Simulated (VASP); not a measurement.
Wanted: the native input for a VASP 6.6.1 run.

| Item | Value |
| --- | --- |
| Task | relaxation of cell and atoms |
| Functional | PBEsol |
| Potentials or basis | VASP PAW PBE potentials, release 64 (Ti_sv) |
| Cutoff | 600 eV |
| k mesh | 11 × 11 × 11 |
| Occupations | fermi-dirac, width 0.05 eV |
| Spin | no spin polarisation |
| Dipole correction | no |
| Further INCAR settings | ALGO = Normal; EDIFF = 1e-06; IBRION = 2; EDIFFG = -0.01; NSW = 60; ISIF = 3 |

The structure of Ti lies in POSCAR:

```
Ti
1.0
    0.0000000000      2.0300000000      2.0300000000
    2.0300000000      0.0000000000      2.0300000000
    2.0300000000      2.0300000000      0.0000000000
Ti
1
Direct
    0.0000000000      0.0000000000      0.0000000000
```

This isn't the form of Ti at room conditions, which is hcp.

These files were run (other wordings do the same):

INCAR

```
PREC = Accurate ; ENCUT = 600
EDIFF = 1E-6 ; ISMEAR = -1
SIGMA = 0.05 ; LREAL = F
LASPH = T ; NELM = 80
ALGO = Normal ; ISIF = 3
LWAVE = F ; LCHARG = F
GGA = PS ; IBRION = 2
NSW = 60 ; EDIFFG = -0.01
```

KPOINTS

```
Automatic mesh
0
Gamma
  11 11 11
```

Potentials or basis: VASP PAW PBE potentials, release 64 (Ti_sv).

Command:

```bash
$ cat potpaw_PBE.64/Ti_sv/POTCAR > POTCAR
$ mpirun -np 1 vasp_std > vasp.out
```

Results of the run:

* Relaxed volume: 16.61 Å³/atom
* Relaxed cell: a = 2.864 Å, b = 2.864 Å, c = 2.864 Å, α = 60.00°, β = 60.00°, γ = 60.00°
* Space group after relaxing (to 0.1 Å): Fm-3m (No. 225)
* Energy gained by relaxing: 0.3 meV/atom
* Ionic steps: 3
* Pressure after relaxing: 0.0 GPa
* Band gap on the k mesh: zero (bands 6 and 7 overlap by 1.19 eV)

Caveat: the PAW data sets were made with another functional, which shifts forces and pressure a little.

Run time: 11 s on 1 thread of Intel(R) Xeon(R) 6975P-C (Granite Rapids), with other jobs on the host, peak memory 0.15 GiB.
